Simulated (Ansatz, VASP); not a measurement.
# One calculation of TiO2, two programs

```
Ti O
1.0
    -1.88894    1.88894    4.79170
     1.88894   -1.88894    4.79170
     1.88894    1.88894   -4.79170
Ti O
2 4
Direct
  0.00000 0.00000 0.00000
  0.75000 0.25000 0.50000
  0.95728 0.45728 0.50000
  0.20728 0.20728 0.00000
  0.54272 0.04272 0.50000
  0.79272 0.79272 0.00000
```

Alike in both runs: functional r2SCAN; k mesh 8 × 8 × 8; occupations gaussian, width 0.02 eV; no spin polarisation.

Ansatz relaxed the structure, and its values are those at the end. VASP's run is a single point on that final structure, the one shown.

```csv
,VASP,Ansatz
version,VASP 6.6.1,Ansatz 0.2.0
potentials or method,"VASP PAW PBE potentials, release 64 (Ti_sv, O), cutoff 520 eV","scalar-relativistic, plane waves, PAW"
valence electrons in the cell,48,48
```

|  | VASP | Ansatz | Ansatz less VASP |
| --- | --- | --- | --- |
| gap on the k mesh at the Fermi level (eV) | 2.59 | 2.57 | -0.021 |
| least direct gap on the mesh (eV) | 2.90 | 2.87 | -0.028 |
| pressure (GPa) | 1.2 | 0.0 | -1.22 |
| rms of the force components (eV/Å) | 0.012 | 0.000 | -0.0121 |

VASP's potentials were made for PBE, not for r2SCAN.
